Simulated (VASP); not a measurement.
**Te: single point with PBEsol**

Crystal: Te.

```
Te
1.0
     3.10830    0.00000    0.00000
     0.00000    3.10830    0.00000
     0.00000    0.00000    3.10830
Te
1
Direct
  0.00000 0.00000 0.00000
```

This cell differs from its parent crystal: volume scaled by 0.96.

| Quantity | Value |
| --- | --- |
| Program | VASP 6.6.1 |
| Task | single point |
| Functional | PBEsol |
| Potentials or basis | VASP PAW PBE potentials, release 64 (Te) |
| Cutoff | 520 eV |
| k mesh | 11 × 11 × 11 |
| Occupations | fermi-dirac, width 0.1 eV |
| Spin | no spin polarisation |

The pressure is 2.7 GPa and the band gap on the k mesh is zero (band 3 reaches 10.29 eV, above the bottom of band 4 at 4.31 eV).

Levels at points of the mesh, in eV from the Fermi level:
```tsv
k point	band 1	band 2	band 3	band 4	band 5	band 6
(0.00, 0.00, 0.00)	-14.31	1.28	1.28	1.28	5.93	5.93
```

Wall time 5.1 s on 1 thread of Intel(R) Xeon(R) Platinum 8488C (Sapphire Rapids) (shared host), peak memory 0.14 GiB.

Caveat: the PAW data sets were made with another functional, which shifts forces and pressure a little; spin-orbit coupling is left out, which moves the levels of the heavy elements.
